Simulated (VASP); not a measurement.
# Hg (C2/m) in VASP: a series of runs

Aim: see how the results for Hg move with the level of theory and the settings. Levels: PBE+D3(BJ), revPBE, PBE. Tasks: single point.

Program: VASP 6.6.1. These are calculated values, not measurements. Logs are shortened: lines on timing, memory, paths and dates and some standing lists are left out, and cuts for length are marked.

### Step 1. The cell of the first run

It takes space group C2/m (No. 12, monoclinic). The conventional cell has a = 4.468 Å, b = 4.092 Å, c = 3.060 Å, α = 90.00°, β = 96.54°, γ = 90.00°. Within 4.0 Å of Hg (site symmetry 2/m) lie 6 Hg at 3.03 to 3.06 Å.

### Step 2. Single point, PBE+D3(BJ)

File INCAR:

```
SYSTEM = Hg
PREC = Accurate
ENCUT = 500
EDIFF = 1E-6
ISMEAR = 1
SIGMA = 0.01
LREAL = .FALSE.
LASPH = .TRUE.
NELM = 120
ALGO = Normal
ISIF = 2
LWAVE = .FALSE.
LCHARG = .FALSE.
GGA = PE
IVDW = 12
NBANDS = 12
ISYM = 0
GGA_COMPAT = .FALSE.
```

File KPOINTS:

```
Automatic mesh
0
Gamma
  4 3 5
  0 0 0.5
```

File POSCAR:

```
Hg
1.0
    2.2339762741     -2.0458582601      0.0000000000
    2.2339762741      2.0458582601      0.0000000000
   -0.3487351701      0.0000000000      3.0398006871
Hg
1
Direct
    0.5000000000      0.5000000000      0.5000000000
```

Potentials or basis: VASP PAW PBE potentials, release 64 (Hg).

The run is started by

```bash
$ cat potpaw_PBE.64/Hg/POTCAR > POTCAR
$ mpirun -np 1 vasp_std > vasp.out
```

OUTCAR:

```text
SYSTEM = Hg
   PREC = Accurate
   ENCUT = 500
   EDIFF = 1E-6
   ISMEAR = 1
   LREAL = .FALSE.
   LASPH = .TRUE.
   NELM = 120
   ISIF = 2
   GGA = PE
   IVDW = 12
   ISYM = 0
 IVDW          = 12

 ion  position               nearest neighbor table
   1  0.500  0.500  0.500-

IMPORTANT INFORMATION: All symmetrisations will be switched off!
NOSYMM: (Re-)initialisation of all symmetry stuff for point group C_1.

----------------------------------------------------------------------------------------

                                     Primitive cell

  volume of cell :      27.7862

  direct lattice vectors                    reciprocal lattice vectors
     2.233976274 -2.045858260  0.000000000     0.223816164 -0.244396208  0.025676870
     2.233976274  2.045858260  0.000000000     0.223816164  0.244396208  0.025676870
    -0.348735170  0.000000000  3.039800687     0.000000000  0.000000000  0.328968937

  length of vectors
     3.029222015  3.029222015  3.059739276     0.332389054  0.332389054  0.328968937

  position of ions in fractional coordinates (direct lattice)
     0.500000000  0.500000000  0.500000000

  ion indices of the primitive-cell ions
   primitive index   ion index
                 1           1

----------------------------------------------------------------------------------------

 KPOINTS: Automatic mesh

Automatic generation of k-mesh.
 Grid dimensions read from file:
 generate k-points for:    4    3    5

 Generating k-lattice:

  Cartesian coordinates                     Fractional coordinates (reciprocal lattice)
     0.055954041 -0.061099052  0.006419218     0.250000000 -0.000000000  0.000000000
     0.074605388  0.081465403  0.008558957     0.000000000  0.333333333  0.000000000
     0.000000000  0.000000000  0.065793787     0.000000000  0.000000000  0.200000000

  Length of vectors
     0.083097263  0.110796351  0.065793787

  Shift w.r.t. Gamma in fractional coordinates (k-lattice)
     0.000000000  0.000000000  0.500000000

 -----------------------------------------------------------------------------
|                                                                             |
|           W    W    AA    RRRRR   N    N  II  N    N   GGGG   !!!           |
|           W    W   A  A   R    R  NN   N  II  NN   N  G    G  !!!           |
|           W    W  A    A  R    R  N N  N  II  N N  N  G       !!!           |
|           W WW W  AAAAAA  RRRRR   N  N N  II  N  N N  G  GGG   !            |
|           WW  WW  A    A  R   R   N   NN  II  N   NN  G    G                |
|           W    W  A    A  R    R  N    N  II  N    N   GGGG   !!!           |
|                                                                             |
[... 76 lines left out ...]
   EMIN   =  10.00;   EMAX   =-10.00  energy-range for DOS
   EFERMI =   0.00;   METHOD = LEGACY
   ISMEAR =     1;   SIGMA  =   0.01  broadening in eV -4-tet -1-fermi 0-gaus
   EFERMI_NEDOS =   21; number of points for ismear=-14 and -15
   IALGO  =     38    algorithm
   IMIX   =      4    mixing-type and parameters
     AMIX     =   0.40;   BMIX     =  1.00
     AMIX_MAG =   1.60;   BMIX_MAG =  1.00
  volume/ion in A,a.u.               =      27.79       187.51
  Fermi-wavevector in a.u.,A,eV,Ry     =   1.237444  2.338430 20.834157  1.531267
  Thomas-Fermi vector in A             =   2.372011
   LORBIT       =      0    0 simple, 1 ext, 2 COOP (PROOUT), +10 PAW based schemes
   GGA     = PE    functional components
   LHFCALC =     F    Hartree Fock is set to
   AEXX    =    0.0000 exact exchange contribution
   IVDW    =    12    specifies the selected vdW correction
   LEPSILON=     F    determine dielectric tensor
   LRPA    =     F    only Hartree local field effects (RPA)
 non-spin polarized calculation
 Methfessel and Paxton  Order N= 1 SIGMA  =   0.01
  energy-cutoff  :      500.00
  volume of cell :       27.79
 maximum number of plane-waves:       719
 NGX is ok and might be reduce to    24
   NGX = 11   NGY = 11   NGZ = 11

 number of electron      12.0000004 magnetization

 Free energy of the ion-electron system (eV)
  ---------------------------------------------------
  ext. energy  EPLUGINS =         0.00000000
  ---------------------------------------------------
  free energy    TOTEN  =        -0.28358789 eV

  energy without entropy =       -0.28360722  energy(sigma->0) =       -0.28359433

 E-fermi :   1.6412     XC(G=0):  -9.8978

 val. band max:        1.5773862723   @ k =   0.2500   0.0000   0.5000
 cond. band min:       1.6495907681   @ k =   0.5000   0.3333   0.3000
 fundamental gap:      0.0722044957
 Fermi energy:         1.6411719460

 k-point     1 :       0.0000    0.0000    0.1000
  band No.  band energies     occupation
      1      -6.3224      2.00000
      2      -6.1463      2.00000
      3      -5.9420      2.00000
      4      -4.3140      2.00000
      5      -4.2801      2.00000
      6      -4.2255      2.00000
      7       9.7095      0.00000
      8      12.0153      0.00000
      9      12.0887      0.00000
     10      15.7960      0.00000
     11      16.9271      0.00000
     12      18.1066      0.00000
[... 331 lines left out ...]
 k-point    24 :      -0.2500   -0.3333    0.3000
  band No.  band energies     occupation
      1      -5.3571      2.00000
      2      -5.1476      2.00000
      3      -5.0479      2.00000
      4      -4.9075      2.00000
      5      -4.5278      2.00000
      6      -1.9475      2.00000
      7       7.0962      0.00000
      8       8.4147      0.00000
      9      10.5777      0.00000
     10      13.7376      0.00000
     11      15.7204      0.00000
     12      16.9112      0.00000

 [... further k-points ...]

------------------------ aborting loop because EDIFF is reached ----------------------------------------

 Edisp (eV)   -0.38074

 E8    (eV) :    -0.1743

  FORCE on cell =-STRESS in cart. coord.  units (eV):
  Direction    XX          YY          ZZ          XY          YZ          ZX
  --------------------------------------------------------------------------------------
  -------------------------------------------------------------------------------------
  Total      -0.54206    -0.73322     0.26088    -1.18765    -0.18721    -0.20819
  in kB     -31.25554   -42.27810    15.04278   -68.48106   -10.79455   -12.00463
  external pressure =      -19.50 kB  Pullay stress =        0.00 kB

 VOLUME and BASIS-vectors are now :
 -----------------------------------------------------------------------------
  energy-cutoff  :      500.00
  volume of cell :       27.79
      direct lattice vectors                 reciprocal lattice vectors
     2.233976274 -2.045858260  0.000000000     0.223816164 -0.244396208  0.025676870
     2.233976274  2.045858260  0.000000000     0.223816164  0.244396208  0.025676870
    -0.348735170  0.000000000  3.039800687     0.000000000  0.000000000  0.328968937

 POSITION                                       TOTAL-FORCE (eV/Angst)
 -----------------------------------------------------------------------------------
      2.05961      0.00000      1.51990        -0.000000     -0.000000      0.000000
 -----------------------------------------------------------------------------------
    total drift:                               -0.000000     -0.000000      0.000000

  FREE ENERGIE OF THE ION-ELECTRON SYSTEM (eV)
  ---------------------------------------------------
  free  energy   TOTEN  =        -0.6643305001 eV

  energy  without entropy=       -0.6643498264  energy(sigma->0) =       -0.66433694
```

OSZICAR:

```text
N       E                     dE             d eps       ncg     rms          rms(c)
DAV:   1     0.741410987204E+02    0.74141E+02   -0.61982E+03   752   0.908E+02
DAV:   2     0.103292481957E+01   -0.73108E+02   -0.69559E+02   824   0.226E+02
DAV:   3    -0.316759132456E+00   -0.13497E+01   -0.13489E+01   880   0.344E+01
DAV:   4    -0.318235433246E+00   -0.14763E-02   -0.14956E-02   820   0.121E+00
DAV:   5    -0.318238027555E+00   -0.25943E-05   -0.25943E-05   888   0.474E-02    0.285E+00
DAV:   6    -0.286127386648E+00    0.32111E-01   -0.79581E-02   872   0.311E+00    0.220E+00
DAV:   7    -0.283545806216E+00    0.25816E-02   -0.11671E-02   884   0.102E+00    0.103E+00
DAV:   8    -0.283548982047E+00   -0.31758E-05   -0.12126E-03   796   0.420E-01    0.455E-02
DAV:   9    -0.283577664768E+00   -0.28683E-04   -0.16498E-05   828   0.360E-02    0.158E-02
DAV:  10    -0.283587921082E+00   -0.10256E-04   -0.10528E-05   768   0.314E-02    0.170E-03
DAV:  11    -0.283587891965E+00    0.29117E-07   -0.62311E-08   544   0.182E-03
   1 F= -.66433050E+00 E0= -.66433694E+00  d E =0.193264E-04
```

Run time: 6.8 s. Hardware: 1 thread of Intel Xeon Platinum 8175M at 2.50GHz (Skylake/Cascade Lake), shared host; peak memory 0.15 GiB.

Results:

| Item | Value |
| --- | --- |
| Free energy | -0.6643 eV |
| Pressure | -1.9 GPa |
| Band gap on the k mesh | zero (band 6 reaches 3.23 eV, above the bottom of band 7 at 0.12 eV) |
| Dispersion energy per atom | -0.381 eV |

Stress tensor (GPa, compression positive):
```
-3.13 -6.85 -1.20
-6.85 -4.23 -1.08
-1.20 -1.08  1.50
```

Caveat: the k points lie up to 0.70 Å⁻¹ apart; spin-orbit coupling is left out, which moves the levels of the heavy elements; pairwise dispersion overbinds metals, which lowers pressure and volume.

### Step 3. Single point, revPBE

File INCAR:

```
ALGO = Normal
EDIFF = 1E-6
ENCUT = 520
GGA = RE
ISIF = 2
ISMEAR = -1
ISYM = 0
LASPH = T
LCHARG = F
LREAL = F
LWAVE = F
NBANDS = 12
NELM = 80
PREC = Accurate
SIGMA = 0.0097
```

File KPOINTS:

```
k-points
0
Gamma
  2 4 3
```

POSCAR is that of step 2.

Potentials or basis: VASP PAW PBE potentials, release 64 (Hg).

The run is started by

```bash
$ cat potpaw_PBE.64/Hg/POTCAR > POTCAR
$ mpirun -np 1 vasp_std > vasp.out
```

It took 6.1 s on 1 thread of Intel Xeon 8259CL, shared host; peak memory 0.13 GiB.

The run converged. Its results:

```
Free energy            : 0.8221 eV
Pressure               : 8.6 GPa
Band gap on the k mesh : zero (band 6 reaches 3.48 eV, above the bottom of band 7 at 0.29 eV)
```

Stress tensor (GPa, compression positive):
```
 18.76 -17.48  -0.66
-17.48  17.63   1.35
 -0.66   1.35 -10.45
```

Levels at points of the mesh, in eV from the Fermi level:
| k point | band 4 | band 5 | band 6 | band 7 | band 8 | band 9 |
| --- | --- | --- | --- | --- | --- | --- |
| (0.00, 0.00, 0.00) | -5.84 | -5.83 | -5.79 | 9.87 | 10.16 | 10.26 |
| (0.50, 0.00, 0.00) | -6.33 | -5.76 | -2.69 | -1.46 | 12.79 | 13.07 |
| (0.00, 0.50, 0.00) | -6.32 | -5.78 | -2.63 | -1.46 | 12.79 | 13.04 |
| (0.50, 0.50, 0.00) | -6.27 | -5.22 | 0.64 | 1.11 | 2.37 | 7.59 |

Caveat: the k points lie up to 1.04 Å⁻¹ apart; the PAW data sets were made with another functional, which shifts forces and pressure a little; spin-orbit coupling is left out, which moves the levels of the heavy elements.

### Step 4. Single point, PBE

File INCAR:

```
SYSTEM = Hg
PREC = Accurate
ENCUT = 520
EDIFF = 1E-6
ISMEAR = 0
SIGMA = 0.1
LREAL = .FALSE.
LASPH = .TRUE.
NELM = 100
ALGO = Normal
ISIF = 2
LWAVE = .FALSE.
LCHARG = .TRUE.
GGA = PE
LELF = .TRUE.
LVHAR = .TRUE.
NBANDS = 12
```

File KPOINTS:

```
regular mesh
0
G
  5 5 5
  0 0 0
```

POSCAR is that of step 3.

The run is started by

```bash
$ cat potpaw_PBE.64/Hg/POTCAR > POTCAR
$ mpirun -np 1 vasp_std > vasp.out
```

It took 13 s on 1 thread of Intel Xeon 8259CL, shared host; peak memory 0.14 GiB.

It converged, with:

| Item | Value |
| --- | --- |
| Free energy | -0.1846 eV |
| Pressure | 1.2 GPa |
| Band gap on the k mesh | zero (band 6 reaches 2.62 eV, above the bottom of band 7 at 1.83 eV) |

Stress tensor (GPa, compression positive):
```
0.97 0.00 0.40
0.00 1.72 0.00
0.40 0.00 0.88
```

Levels at points of the mesh, in eV from the Fermi level:
```
           k point  band 2  band 3  band 4  band 5  band 6  band 7  band 8  band 9  band 10  band 11
(0.00, 0.00, 0.00)   -8.29   -8.26   -6.40   -6.39   -6.35    9.31    9.63    9.72    12.95    14.63
```

Caveat: the k points lie up to 0.42 Å⁻¹ apart; spin-orbit coupling is left out, which moves the levels of the heavy elements.

[end of part 1 of 2]
